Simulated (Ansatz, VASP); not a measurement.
# One calculation of GaN, two programs

POSCAR

```
GaN
1.0
    0.0000000000      2.1814686658      2.3164048720
    2.1814686658      0.0000000000      2.3164048720
    2.1814686658      2.1814686658      0.0000000000
Ga N
1 1
Direct
    0.0000000000      0.0000000000      0.0000000000
    0.7500000000      0.7500000000      0.7500000000
```

INCAR.step1

```
ALGO = Normal ; EDIFF = 1E-4
ENCUT = 520 ; GGA = PE
ISMEAR = 0 ; LASPH = T
LCHARG = F ; LREAL = F
LWAVE = T ; NBANDS = 16
NELM = 80 ; PREC = Accurate
SIGMA = 0.05
```

The input INCAR.step2:

```
ALGO = Normal ; EDIFF = 1E-6
ENCUT = 520 ; ISIF = 2
ISMEAR = 0 ; ISTART = 1
LASPH = T ; LCHARG = F
LMIXTAU = T ; LREAL = F
LWAVE = F ; METAGGA = R2SCAN
NBANDS = 16 ; NELM = 80
PREC = Accurate ; SIGMA = 0.05
```

File KPOINTS:

```
k-points
0
Gamma
  10 10 10
```

Input for Ansatz:

```yaml
crystal:
  lattice:
    - [0.0, 2.1814686658, 2.316404872]
    - [2.1814686658, 0.0, 2.316404872]
    - [2.1814686658, 2.1814686658, 0.0]
  atoms:
    - { symbol: Ga, position: [0.0, 0.0, 0.0] }
    - { symbol: "N", position: [0.75, 0.75, 0.75] }
basis:
  ecutwfc: 500
kpoints:
  mp_grid: { grid: [10, 10, 10] }
hamiltonian:
  xc: r2scan
scf:
  occupations: { method: gaussian, width: 0.05 }
output:
  forces: true
  stress: true
  eigenvalues: true
```

Change from the starting cell: strain -0.030 along x and y, +0.030 along z, atoms carried along.

Alike in both runs: task single point; functional r2SCAN; k mesh 10 × 10 × 10; occupations gaussian, width 0.05 eV; no spin polarisation.

```csv
,VASP,Ansatz
version,VASP 6.6.1,Ansatz 0.2.0
potentials or method,"VASP PAW PBE potentials, release 64 (Ga_d, N), cutoff 520 eV","scalar-relativistic, plane waves, PAW"
valence electrons in the cell,18,18
```

```csv
,VASP,Ansatz,Ansatz less VASP
gap on the k mesh at the Fermi level (eV),2.25,2.26,+0.010
least direct gap on the mesh (eV),2.25,2.26,+0.010
pressure (GPa),7.5,6.3,-1.21
"traceless stress, the component that is largest in VASP (GPa)",-5.85,-5.99,-0.142
```

VASP's potentials were made for PBE, not for r2SCAN. The functional is the same, so the differences come from potentials, cutoffs and numerics.
